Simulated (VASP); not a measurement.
# Co (P6_3/mmc) in VASP: single point with LDA

Aim: the single point of Co with LDA.

Program: VASP 6.6.1. These are calculated values, not measurements. Logs are shortened: lines on timing, memory, paths and dates and some standing lists are left out, and cuts for length are marked.

### 1 The cell of the first run

Symmetry: P6_3/mmc, No. 194, hexagonal system. Conventional cell: a = 2.460 Å, b = 2.460 Å, c = 3.970 Å, α = 90.00°, β = 90.00°, γ = 120.00°. Co (site symmetry -6m2) has 12 Co at 2.44 to 2.46 Å within 3.2 Å.

### 2 Single point, LDA, collinear spin, ferromagnetic start

INCAR reads:

```
SYSTEM = Co
ALGO = Normal
EDIFF = 1E-6
ENCUT = 690
GGA = CA
GGA_COMPAT = .FALSE.
ISIF = 2
ISMEAR = 0
ISPIN = 2
LASPH = .TRUE.
LCHARG = .FALSE.
LMAXMIX = 4
LORBIT = 11
LREAL = .FALSE.
LWAVE = .FALSE.
MAGMOM = 1.8 1.8
NBANDS = 28
NELM = 200
PREC = Accurate
SIGMA = 0.1
```

KPOINTS reads:

```
k-points
0
G
  9 9 4
  0 0 0
```

POSCAR reads:

```
Co
1.0
    2.4600000000      0.0000000000      0.0000000000
   -1.2300000000      2.1304225000      0.0000000000
    0.0000000000      0.0000000000      3.9700000000
Co
2
Direct
    0.3333333000      0.6666667000      0.2500000000
    0.6666667000      0.3333333000      0.7500000000
```

Potentials or basis: VASP PAW LDA potentials, release 64 (Co_sv).

The run is started by

```console
$ cat potpaw_LDA.64/Co_sv/POTCAR > POTCAR
$ mpirun -np 1 vasp_std > vasp.out
```

OUTCAR:

```text
SYSTEM = Co
   EDIFF = 1E-6
   ENCUT = 690
   GGA = CA
   ISIF = 2
   ISMEAR = 0
   ISPIN = 2
   LASPH = .TRUE.
   LORBIT = 11
   LREAL = .FALSE.
   NELM = 200
   PREC = Accurate

 ion  position               nearest neighbor table
   1  0.333  0.667  0.250-   2 2.44   2 2.44   2 2.44   2 2.44   2 2.44   2 2.44
   2  0.667  0.333  0.750-   1 2.44   1 2.44   1 2.44   1 2.44   1 2.44   1 2.44

  LATTYP: Found a hexagonal cell.
 ALAT       =     2.4600000000
 C/A-ratio  =     1.6138211382

  Lattice vectors:

 A1 = (   2.4600000000,   0.0000000000,   0.0000000000)
 A2 = (  -1.2300000000,   2.1304225000,   0.0000000000)
 A3 = (   0.0000000000,   0.0000000000,   3.9700000000)

Analysis of symmetry for initial positions (statically):
=====================================================================
 Subroutine PRICEL returns:
 Original cell was already a primitive cell.

 Routine SETGRP: Setting up the symmetry group for a
 hexagonal supercell.

 Subroutine GETGRP returns: Found 24 space group operations
 (whereof 12 operations were pure point group operations)
 out of a pool of 24 trial point group operations.

The static configuration has the point symmetry D_3d.
 The point group associated with its full space group is D_6h.

Analysis of symmetry for dynamics (positions and initial velocities):
=====================================================================
 Subroutine PRICEL returns:
 Original cell was already a primitive cell.

 Routine SETGRP: Setting up the symmetry group for a
 hexagonal supercell.

 Subroutine GETGRP returns: Found 24 space group operations
 (whereof 12 operations were pure point group operations)
 out of a pool of 24 trial point group operations.

The dynamic configuration has the point symmetry D_3d.
 The point group associated with its full space group is D_6h.

Analysis of structural, dynamic, and magnetic symmetry:
=====================================================================
 Subroutine PRICEL returns:
 Original cell was already a primitive cell.

 Routine SETGRP: Setting up the symmetry group for a
 hexagonal supercell.

 Subroutine GETGRP returns: Found 24 space group operations
 (whereof 12 operations were pure point group operations)
 out of a pool of 24 trial point group operations.

The overall configuration has the point symmetry D_3d.
 The point group associated with its full space group is D_6h.

 Subroutine INISYM returns: Found 24 space group operations
 (whereof 12 operations are pure point group operations),
 and found     1 'primitive' translations

----------------------------------------------------------------------------------------

                                     Primitive cell

  volume of cell :      20.8061

  direct lattice vectors                    reciprocal lattice vectors
     2.460000000  0.000000000  0.000000000     0.406504065  0.234695231  0.000000000
    -1.230000000  2.130422500  0.000000000     0.000000000  0.469390461  0.000000000
     0.000000000  0.000000000  3.970000000     0.000000000  0.000000000  0.251889169

  length of vectors
     2.460000000  2.460000006  3.970000000     0.469390462  0.469390461  0.251889169

  position of ions in fractional coordinates (direct lattice)
     0.333333300  0.666666700  0.250000000
     0.666666700  0.333333300  0.750000000

  ion indices of the primitive-cell ions
   primitive index   ion index
                 1           1
                 2           2

----------------------------------------------------------------------------------------

 KPOINTS: k-points

Automatic generation of k-mesh.
 Grid dimensions read from file:
 generate k-points for:    9    9    4

 Generating k-lattice:

  Cartesian coordinates                     Fractional coordinates (reciprocal lattice)
     0.045167118  0.026077248  0.000000000     0.111111111 -0.000000000  0.000000000
     0.000000000  0.052154496  0.000000000     0.000000000  0.111111111  0.000000000
     0.000000000  0.000000000  0.062972292     0.000000000  0.000000000  0.250000000

  Length of vectors
     0.052154496  0.052154496  0.062972292

  Shift w.r.t. Gamma in fractional coordinates (k-lattice)
     0.000000000  0.000000000  0.000000000

 Subroutine IBZKPT returns following result:
 ===========================================

 Found     36 irreducible k-points:

 Following reciprocal coordinates:
            Coordinates               Weight
  0.000000  0.000000  0.000000      1.000000
  0.111111  0.000000  0.000000      6.000000
  0.222222  0.000000  0.000000      6.000000
  0.333333  0.000000  0.000000      6.000000
  0.444444  0.000000  0.000000      6.000000
  0.111111  0.111111  0.000000      6.000000
[... 16 lines left out ...]
  0.333333  0.222222  0.250000     24.000000
  0.333333  0.333333  0.250000      4.000000
 [... further k-points ...]
   k-points           NKPTS =     36   k-points in BZ     NKDIM =     36   number of bands    NBANDS=     28
   number of dos      NEDOS =    301   number of ions     NIONS =      2
   total plane-waves  NPLWV =  20736
   dimension x,y,z NGX =    24 NGY =   24 NGZ =   36
   dimension x,y,z NGXF=    48 NGYF=   48 NGZF=   72
   ions per type =               2
   NGX,Y,Z   is equivalent  to a cutoff of  16.22, 16.22, 15.08 a.u.
   NGXF,Y,Z  is equivalent  to a cutoff of  32.44, 32.44, 30.15 a.u.
 SYSTEM =  Co
   PREC   = accura    normal or accurate (medium, high low for compatibility)
   ISTART =      0    job   : 0-new  1-cont  2-samecut
   ICHARG =      2    charge: 1-file 2-atom 10-const
   ISPIN  =      2    spin polarized calculation?
   LNONCOLLINEAR =      F non collinear calculations
   LSORBIT =      F    spin-orbit coupling
   LASPH  =      T    aspherical Exc in radial PAW
   ENCUT  =  690.0 eV  50.71 Ry    7.12 a.u.   5.27  5.27  8.50*2*pi/ulx,y,z
   NELM   =    200;   NELMIN=  2; NELMDL= -5     # of ELM steps
   EDIFF  = 0.1E-05   stopping-criterion for ELM
   LREAL  =      F    real-space projection
   EDIFFG = 0.1E-04   stopping-criterion for IOM
   NSW    =      0    number of steps for IOM
   IBRION =     -1    ionic relax: 0-MD 1-quasi-New 2-CG
   NFREE  =      0    steps in history (QN), initial steepest desc. (CG)
   ISIF   =      2    stress and relaxation
   ISYM   =      2    0-nonsym 1-usesym 2-fastsym
   POTIM  = 0.5000    time-step for ionic-motion
   TEBEG  =    0.0;   TEEND  =   0.0 temperature during run
   PSTRESS=    0.0 pullay stress
   NELECT =      34.0000    total number of electrons
   NUPDOWN=      -1.0000    fix difference up-down
   EMIN   =  10.00;   EMAX   =-10.00  energy-range for DOS
   EFERMI =   0.00;   METHOD = LEGACY
   ISMEAR =     0;   SIGMA  =   0.10  broadening in eV -4-tet -1-fermi 0-gaus
   EFERMI_NEDOS =   21; number of points for ismear=-14 and -15
   IALGO  =     38    algorithm
   IMIX   =      4    mixing-type and parameters
     AMIX     =   0.40;   BMIX     =  1.00
     AMIX_MAG =   1.60;   BMIX_MAG =  1.00
  volume/ion in A,a.u.               =      10.40        70.20
  Fermi-wavevector in a.u.,A,eV,Ry     =   1.928283  3.643926 50.590187  3.718274
  Thomas-Fermi vector in A             =   2.961006
   LORBIT       =     11    0 simple, 1 ext, 2 COOP (PROOUT), +10 PAW based schemes
   GGA     = CA    functional components
   LHFCALC =     F    Hartree Fock is set to
   AEXX    =    0.0000 exact exchange contribution
   IVDW    =     0    specifies the selected vdW correction
   LEPSILON=     F    determine dielectric tensor
   LRPA    =     F    only Hartree local field effects (RPA)
 spin polarized calculation
 Gauss-broadening in eV      SIGMA  =   0.10
  energy-cutoff  :      690.00
  volume of cell :       20.81
 maximum number of plane-waves:       868
 NGX is ok and might be reduce to    24
   NGX = 11   NGY = 11   NGZ = 17

 number of electron      34.0000010 magnetization       2.9436167

 Free energy of the ion-electron system (eV)
  ---------------------------------------------------
  ext. energy  EPLUGINS =         0.00000000
  ---------------------------------------------------
  free energy    TOTEN  =       -16.33627293 eV

  energy without entropy =      -16.32821979  energy(sigma->0) =      -16.33224636

 E-fermi :  12.2318     XC(G=0): -14.5860

 val. band max:       12.2217164501   @ k =   0.0000   0.0000   0.0000
 cond. band min:      12.2360206510   @ k =   0.1111   0.0000   0.2500
 fundamental gap:      0.0143042009
 Fermi energy:        12.2318015098

 spin component 1

 k-point     1 :       0.0000    0.0000    0.0000
  band No.  band energies     occupation
      1     -82.6177      1.00000
      2     -82.5446      1.00000
      3     -46.6177      1.00000
      4     -46.2671      1.00000
      5     -46.2671      1.00000
      6     -46.2185      1.00000
[... 20 lines left out ...]
     27      38.5541      0.00000
     28      38.5541      0.00000
[... 683 lines left out ...]
 k-point    24 :       0.3333    0.3333    0.2500
  band No.  band energies     occupation
      1     -82.5318      1.00000
      2     -82.5318      1.00000
      3     -46.4927      1.00000
      4     -46.4927      1.00000
      5     -46.4776      1.00000
      6     -46.3926      1.00000
[... 20 lines left out ...]
     27      32.0589      0.00000
     28      42.4492      0.00000

 [... further k-points ...]

 spin component 2

 k-point     1 :       0.0000    0.0000    0.0000
  band No.  band energies     occupation
      1     -80.8913      1.00000
      2     -80.8138      1.00000
      3     -44.9603      1.00000
      4     -44.5927      1.00000
      5     -44.5927      1.00000
      6     -44.5327      1.00000
[... 20 lines left out ...]
     27      38.9904      0.00000
     28      38.9904      0.00000
[... 683 lines left out ...]
 k-point    24 :       0.3333    0.3333    0.2500
  band No.  band energies     occupation
      1     -80.8001      1.00000
      2     -80.8001      1.00000
      3     -44.8319      1.00000
      4     -44.8319      1.00000
      5     -44.8186      1.00000
      6     -44.7273      1.00000
[... 20 lines left out ...]
     27      32.4510      0.00000
     28      42.6622      0.00000

 [... further k-points ...]

------------------------ aborting loop because EDIFF is reached ----------------------------------------

  FORCE on cell =-STRESS in cart. coord.  units (eV):
  Direction    XX          YY          ZZ          XY          YZ          ZX
  --------------------------------------------------------------------------------------
  -------------------------------------------------------------------------------------
  Total       -1.4889314     -1.4889314     -1.5565651      0.0000000     -0.0000000     -0.0000000
  in kB     -114.6552425   -114.6552432   -119.8633812      0.0000000     -0.0000000     -0.0000000
  external PRESSURE =    -116.3912889 kB  Pullay stress =       0.0000000 kB

 VOLUME and BASIS-vectors are now :
 -----------------------------------------------------------------------------
  energy-cutoff  :      690.00
  volume of cell :       20.81
      direct lattice vectors                 reciprocal lattice vectors
     2.460000000  0.000000000  0.000000000     0.406504065  0.234695231  0.000000000
    -1.230000000  2.130422500  0.000000000     0.000000000  0.469390461  0.000000000
     0.000000000  0.000000000  3.970000000     0.000000000  0.000000000  0.251889169

 POSITION                                       TOTAL-FORCE (eV/Angst)
 -----------------------------------------------------------------------------------
     -0.00000      1.42028      0.99250         0.000000     -0.000000      0.000000
      1.23000      0.71014      2.97750        -0.000000      0.000000      0.000000
 -----------------------------------------------------------------------------------
    total drift:                               -0.000132      0.000062     -0.000008

  FREE ENERGIE OF THE ION-ELECTRON SYSTEM (eV)
  ---------------------------------------------------
  free  energy   TOTEN  =       -16.3362729319 eV

  energy  without entropy=      -16.3282197945  energy(sigma->0) =      -16.33224636

 total charge

# of ion       s       p       d       tot
------------------------------------------
    1        2.255   6.126   6.726  15.107
    2        2.255   6.126   6.726  15.107
--------------------------------------------------
tot          4.510  12.252  13.452  30.214

 magnetization (x)

# of ion       s       p       d       tot
------------------------------------------
    1       -0.006  -0.010   1.519   1.504
    2       -0.006  -0.010   1.519   1.504
--------------------------------------------------
tot         -0.012  -0.020   3.039   3.008
```

It took 41 s on 1 thread of Intel Xeon Platinum 8259CL at 2.50GHz (Skylake/Cascade Lake), shared host; peak memory 0.17 GiB.

Results:

```
Free energy                                           : -16.3363 eV
Pressure                                              : -11.6 GPa
Net moment                                            : 2.94 μB per cell
Site moments                                          : Co +1.50 μB
Valence electrons inside the program's atomic spheres : Co 15.11
```

Caveat: the k points lie up to 0.40 Å⁻¹ apart.
